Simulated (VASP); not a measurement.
# Ta3N2 (P-6m2) in VASP: notebook, part 2 of 3

VASP 6.6.1.

**3. Single point, PBE**

This run uses another cell than the first one, of 14.84 Å³/atom, 1.150 times its volume.

Input file INCAR:

```
SYSTEM = Ta3N2
PREC     = Accurate       ! precision mode
ENCUT    = 520            ! plane-wave cutoff, eV
EDIFF    = 1E-6           ! SCF threshold, eV
ISMEAR   = 0              ! smearing method
SIGMA    = 0.1            ! smearing width, eV
LREAL    = .False.        ! projectors in reciprocal space
LASPH    = .True.         ! aspherical terms in the spheres
NELM     = 60             ! most SCF steps
ALGO     = Normal         ! electronic algorithm
ISIF     = 2              ! what is computed and relaxed
LWAVE    = .False.        ! write WAVECAR
LCHARG   = .True.         ! write CHGCAR
GGA      = PE             ! functional
LELF     = .True.         ! ELF
LVHAR    = .True.       
NBANDS   = 30             ! bands
```

Input file KPOINTS:

```
regular mesh
0
Gamma
  6 6 4
  0 0 0
```

Input file POSCAR:

```
Ta3N2
1.0
    3.4026102000      0.0000000000      0.0000000000
   -1.7013051000      2.9467468700      0.0000000000
    0.0000000000      0.0000000000      7.3990934200
Ta N
3 2
Direct
    0.0000000000      0.0000000000      0.2613978700
    0.0000000000      0.0000000000      0.7386021300
    0.0000000000      0.0000000000      0.0000000000
    0.6666666700      0.3333333300      0.9005138000
    0.6666666700      0.3333333300      0.0994862000
```

Potentials or basis: VASP PAW PBE potentials, release 64 (Ta_pv, N).

Run with:

```
> cat potpaw_PBE.64/Ta_pv/POTCAR potpaw_PBE.64/N/POTCAR > POTCAR
> mpirun -np 1 vasp_std > vasp.out
```

OUTCAR:

```text
SYSTEM = Ta3N2
   PREC = Accurate
   ENCUT = 520
   EDIFF = 1E-6
   ISMEAR = 0
   LREAL = .False.
   LASPH = .True.
   NELM = 60
   ISIF = 2
   GGA = PE

 ion  position               nearest neighbor table
   1  0.000  0.000  0.261-   3 1.93   5 2.30   5 2.30   5 2.30   2 3.53
   2  0.000  0.000  0.739-   3 1.93   4 2.30   4 2.30   4 2.30   1 3.53
   3  0.000  0.000  0.000-   1 1.93   2 1.93   4 2.10   5 2.10   4 2.10   5 2.10   4 2.10   5 2.10

   4  0.667  0.333  0.901-   5 1.47   3 2.10   3 2.10   3 2.10   2 2.30   2 2.30   2 2.30
   5  0.667  0.333  0.099-   4 1.47   3 2.10   3 2.10   3 2.10   1 2.30   1 2.30   1 2.30

  LATTYP: Found a hexagonal cell.
 ALAT       =     3.4026102000
 C/A-ratio  =     2.1745345441

  Lattice vectors:

 A1 = (   3.4026102000,   0.0000000000,   0.0000000000)
 A2 = (  -1.7013051000,   2.9467468700,   0.0000000000)
 A3 = (   0.0000000000,   0.0000000000,   7.3990934200)

Analysis of symmetry for initial positions (statically):
=====================================================================
 Subroutine PRICEL returns:
 Original cell was already a primitive cell.

 Routine SETGRP: Setting up the symmetry group for a
 hexagonal supercell.

 Subroutine GETGRP returns: Found 12 space group operations
 (whereof 12 operations were pure point group operations)
 out of a pool of 24 trial point group operations.

The static configuration has the point symmetry D_3h.

Analysis of symmetry for dynamics (positions and initial velocities):
=====================================================================
 Subroutine PRICEL returns:
 Original cell was already a primitive cell.

 Routine SETGRP: Setting up the symmetry group for a
 hexagonal supercell.

 Subroutine GETGRP returns: Found 12 space group operations
 (whereof 12 operations were pure point group operations)
 out of a pool of 24 trial point group operations.

The dynamic configuration has the point symmetry D_3h.

 Subroutine INISYM returns: Found 12 space group operations
 (whereof 12 operations are pure point group operations),
 and found     1 'primitive' translations

----------------------------------------------------------------------------------------

                                     Primitive cell

  volume of cell :      74.1880

  direct lattice vectors                    reciprocal lattice vectors
     3.402610200  0.000000000  0.000000000     0.293892024  0.169678640  0.000000000
    -1.701305100  2.946746870  0.000000000     0.000000000  0.339357279  0.000000000
     0.000000000  0.000000000  7.399093420     0.000000000  0.000000000  0.135151693

  length of vectors
     3.402610200  3.402610198  7.399093420     0.339357279  0.339357279  0.135151693

  position of ions in fractional coordinates (direct lattice)
     0.000000000  0.000000000  0.261397870
     0.000000000  0.000000000  0.738602130
     0.000000000  0.000000000  0.000000000
     0.666666670  0.333333330  0.900513800
     0.666666670  0.333333330  0.099486200

  ion indices of the primitive-cell ions
   primitive index   ion index
                 1           1
                 2           2
                 3           3
                 4           4
[... 24 lines left out ...]
 ===========================================

 Found     21 irreducible k-points:

 Following reciprocal coordinates:
            Coordinates               Weight
  0.000000  0.000000  0.000000      1.000000
  0.166667  0.000000  0.000000      6.000000
  0.333333  0.000000  0.000000      6.000000
  0.500000 -0.000000  0.000000      3.000000
  0.166667  0.166667  0.000000      6.000000
  0.333333  0.166667  0.000000     12.000000
[... 13 lines left out ...]
  0.333333  0.166667  0.500000     12.000000
  0.333333  0.333333  0.500000      2.000000
   k-points           NKPTS =     21   k-points in BZ     NKDIM =     21   number of bands    NBANDS=     30
   number of dos      NEDOS =    301   number of ions     NIONS =      5
   total plane-waves  NPLWV =  43904
   dimension x,y,z NGX =    28 NGY =   28 NGZ =   56
   dimension x,y,z NGXF=    56 NGYF=   56 NGZF=  112
   ions per type =               3   2
   NGX,Y,Z   is equivalent  to a cutoff of  13.68, 13.68, 12.58 a.u.
   NGXF,Y,Z  is equivalent  to a cutoff of  27.36, 27.36, 25.16 a.u.
 SYSTEM =  Ta3N2
   PREC   = accura    normal or accurate (medium, high low for compatibility)
   ISTART =      0    job   : 0-new  1-cont  2-samecut
   ICHARG =      2    charge: 1-file 2-atom 10-const
   ISPIN  =      1    spin polarized calculation?
   LNONCOLLINEAR =      F non collinear calculations
   LSORBIT =      F    spin-orbit coupling
   LASPH  =      T    aspherical Exc in radial PAW
   ENCUT  =  520.0 eV  38.22 Ry    6.18 a.u.   6.33  6.33 13.76*2*pi/ulx,y,z
   NELM   =     60;   NELMIN=  2; NELMDL= -5     # of ELM steps
   EDIFF  = 0.1E-05   stopping-criterion for ELM
   LREAL  =      F    real-space projection
   EDIFFG = 0.1E-04   stopping-criterion for IOM
   NSW    =      0    number of steps for IOM
   IBRION =     -1    ionic relax: 0-MD 1-quasi-New 2-CG
   NFREE  =      0    steps in history (QN), initial steepest desc. (CG)
   ISIF   =      2    stress and relaxation
   ISYM   =      2    0-nonsym 1-usesym 2-fastsym
   POTIM  = 0.5000    time-step for ionic-motion
   TEBEG  =    0.0;   TEEND  =   0.0 temperature during run
   PSTRESS=    0.0 pullay stress
   NELECT =      43.0000    total number of electrons
   NUPDOWN=      -1.0000    fix difference up-down
   EMIN   =  10.00;   EMAX   =-10.00  energy-range for DOS
   EFERMI =   0.00;   METHOD = LEGACY
   ISMEAR =     0;   SIGMA  =   0.10  broadening in eV -4-tet -1-fermi 0-gaus
   EFERMI_NEDOS =   21; number of points for ismear=-14 and -15
   IALGO  =     38    algorithm
   IMIX   =      4    mixing-type and parameters
     AMIX     =   0.40;   BMIX     =  1.00
     AMIX_MAG =   1.60;   BMIX_MAG =  1.00
  volume/ion in A,a.u.               =      14.84       100.13
  Fermi-wavevector in a.u.,A,eV,Ry     =   1.364960  2.579400 25.349215  1.863115
  Thomas-Fermi vector in A             =   2.491230
   LORBIT       =      0    0 simple, 1 ext, 2 COOP (PROOUT), +10 PAW based schemes
   GGA     = PE    functional components
   LHFCALC =     F    Hartree Fock is set to
   AEXX    =    0.0000 exact exchange contribution
   IVDW    =     0    specifies the selected vdW correction
   LEPSILON=     F    determine dielectric tensor
   LRPA    =     F    only Hartree local field effects (RPA)
 non-spin polarized calculation
 Gauss-broadening in eV      SIGMA  =   0.10
  energy-cutoff  :      520.00
  volume of cell :       74.19
 maximum number of plane-waves:      2020
 NGX is ok and might be reduce to    28
   NGX = 13   NGY = 13   NGZ = 27

 number of electron      43.0000002 magnetization

 Free energy of the ion-electron system (eV)
  ---------------------------------------------------
  ext. energy  EPLUGINS =         0.00000000
  ---------------------------------------------------
  free energy    TOTEN  =       -34.50832715 eV

  energy without entropy =      -34.48785271  energy(sigma->0) =      -34.49808993

 E-fermi :   5.8341     XC(G=0): -11.5890

 val. band max:        5.8212740808   @ k =   0.3333   0.1667   0.5000
 cond. band min:       5.8715111042   @ k =   0.1667   0.0000   0.5000
 fundamental gap:      0.0502370235
 Fermi energy:         5.8341050281

 k-point     1 :       0.0000    0.0000    0.0000
  band No.  band energies     occupation
      1     -34.5721      2.00000
      2     -30.1688      2.00000
      3     -30.1688      2.00000
      4     -30.1638      2.00000
      5     -29.1258      2.00000
      6     -29.1258      2.00000
[... 682 lines left out ...]
     29      10.2439      0.00000
     30      10.3611      0.00000

------------------------ aborting loop because EDIFF is reached ----------------------------------------

  FORCE on cell =-STRESS in cart. coord.  units (eV):
  Direction    XX          YY          ZZ          XY          YZ          ZX
  --------------------------------------------------------------------------------------
  -------------------------------------------------------------------------------------
  Total        8.5002932      8.5002932     92.5009862      0.0000000      0.0000000      0.0000000
  in kB      183.5739059    183.5739056   1997.6684207      0.0000000      0.0000000      0.0000000
  external PRESSURE =     788.2720774 kB  Pullay stress =       0.0000000 kB

 VOLUME and BASIS-vectors are now :
 -----------------------------------------------------------------------------
  energy-cutoff  :      520.00
  volume of cell :       74.19
      direct lattice vectors                 reciprocal lattice vectors
     3.402610200  0.000000000  0.000000000     0.293892024  0.169678640  0.000000000
    -1.701305100  2.946746870  0.000000000     0.000000000  0.339357279  0.000000000
     0.000000000  0.000000000  7.399093420     0.000000000  0.000000000  0.135151693

 POSITION                                       TOTAL-FORCE (eV/Angst)
 -----------------------------------------------------------------------------------
      0.00000      0.00000      1.93411        -0.000000     -0.000000     22.945171
      0.00000      0.00000      5.46499        -0.000000     -0.000000    -22.945171
      0.00000      0.00000      0.00000         0.000000     -0.000000      0.000000
      1.70131      0.98225      6.66299        -0.000000      0.000000     -4.669602
      1.70131      0.98225      0.73611        -0.000000      0.000000      4.669602
 -----------------------------------------------------------------------------------
    total drift:                               -0.000022      0.000013     -0.000000

  FREE ENERGIE OF THE ION-ELECTRON SYSTEM (eV)
  ---------------------------------------------------
  free  energy   TOTEN  =       -34.5083271493 eV

  energy  without entropy=      -34.4878527105  energy(sigma->0) =      -34.49808993
```

Run time: 26 s. Hardware: 1 thread of Intel Xeon 6975P-C (Granite Rapids), shared host; peak memory 0.21 GiB.

Results:

```
Free energy   : -34.5083 eV
Pressure      : 78.8 GPa
Largest force : 22.945 eV/Å
```

Forces on the atoms (eV/Å):
```
Ta    0.000   0.000  22.945
Ta    0.000   0.000 -22.945
Ta    0.000   0.000   0.000
N     0.000   0.000  -4.670
N     0.000   0.000   4.670
```

Stress tensor (GPa, compression positive):
```
 18.36   0.00   0.00
  0.00  18.36   0.00
  0.00   0.00 199.77
```

Levels at points of the mesh, in eV from the Fermi level:
```csv
k point,band 20,band 21,band 22,band 23,band 24,band 25
"(0.00, 0.00, 0.00)",-2.19,-2.19,0.24,0.47,0.47,0.89
"(0.50, 0.00, 0.00)",-1.23,-0.32,0.22,0.39,1.07,2.10
"(0.00, 0.00, 0.50)",-2.25,-0.33,-0.19,0.67,0.67,0.79
"(0.50, 0.00, 0.50)",-0.80,0.52,0.58,0.76,0.77,0.88
```

Caveat: spin-orbit coupling is left out, which moves the levels of the heavy elements; forces of over 1 eV/Å act on the atoms, so gaps and moduli don't describe the material at rest.

(Part 2 of 3 ends here.)
